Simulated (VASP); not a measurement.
Input of a VASP 6.6.1 run:

INCAR

```
  PREC = Accurate
  ENCUT = 500
  EDIFF = 1E-7
  ISMEAR = 0
  SIGMA = 0.02
  LREAL = False
  LASPH = True
  NELM = 120
  ALGO = Normal
  ISIF = 3
  LWAVE = False
  LCHARG = False
  GGA = CA
  IBRION = 2
  NSW = 70
  EDIFFG = -0.005
  GGA_COMPAT = False
  NELMIN = 4
```

KPOINTS

```
regular mesh
0
Gamma
  8 8 8
```

POSCAR

```
TePb
1.0
    0.0000000000      3.2860508018      3.2860508018
    3.2860508018      0.0000000000      3.2860508018
    3.2860508018      3.2860508018      0.0000000000
Te Pb
1 1
Direct
    0.5000000000      0.5000000000      0.5000000000
    0.0000000000      0.0000000000      0.0000000000
```

Potentials or basis: VASP PAW LDA potentials, release 64 (Te, Pb_d).

The run is started by

```sh
$ cat potpaw_LDA.64/Te/POTCAR potpaw_LDA.64/Pb_d/POTCAR > POTCAR
$ mpirun -np 1 vasp_std > vasp.out
```

Task: What does it give for the band gap on the k mesh?

Result: 0.56 eV, direct.

Task: Predict the space group after relaxing (to 0.05 Å).

Result: Fm-3m (No. 225).

Step by step:
| step | energy change (eV) | largest force (eV/Å) | pressure (GPa) | volume (Å³) |
| --- | --- | --- | --- | --- |
| 1 | 0.0000 | 0.0000 | -3.50 | 70.97 |
| 2 | -0.0623 | 0.0000 | 1.44 | 63.29 |
| 3 | -0.0699 | 0.0000 | -0.01 | 65.05 |

Caveat: spin-orbit coupling is left out, which moves the levels of the heavy elements. A k mesh can miss the band edges.
